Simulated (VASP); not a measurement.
Mg, 2 atoms in the cell. The structure is hexagonal, space group P6_3/mmc (No. 194). The conventional cell has a = 3.209 Å, b = 3.209 Å, c = 5.210 Å, α = 90.00°, β = 90.00°, γ = 120.00°. Mg (site symmetry -6m2) has 12 Mg at 3.20 to 3.21 Å within 4.2 Å. 

* Program: VASP 6.6.1
* Task: relaxation of volume and atoms at fixed shape
* Functional: LDA
* Potentials or basis: VASP PAW LDA potentials, release 64 (Mg)
* Cutoff: 600 eV
* k mesh: 6 × 6 × 4
* Occupations: fermi-dirac, width 0.05 eV
* Spin: no spin polarisation
* Dipole correction: no
* Further INCAR settings: ALGO = Normal; EDIFF = 1e-07; IBRION = 2; EDIFFG = -0.03; NSW = 80; ISIF = 8

Potentials or basis: VASP PAW LDA potentials, release 64 (Mg).

Run with:

```console
$ cat potpaw_LDA.64/Mg/POTCAR > POTCAR
$ mpirun -np 1 vasp_std > vasp.out
```

Hardware: 1 thread of Intel(R) Xeon(R) Platinum 8375C CPU @ 2.90GHz (Ice Lake), on a shared host.

**Question.** Estimate the wall time of this run.

**Answer.** It took 24 s on 1 thread of Intel(R) Xeon(R) Platinum 8375C CPU @ 2.90GHz (Ice Lake), on a shared host, peak memory 0.16 GiB. Counts: scf iterations 20, k points 21, ion steps 3.
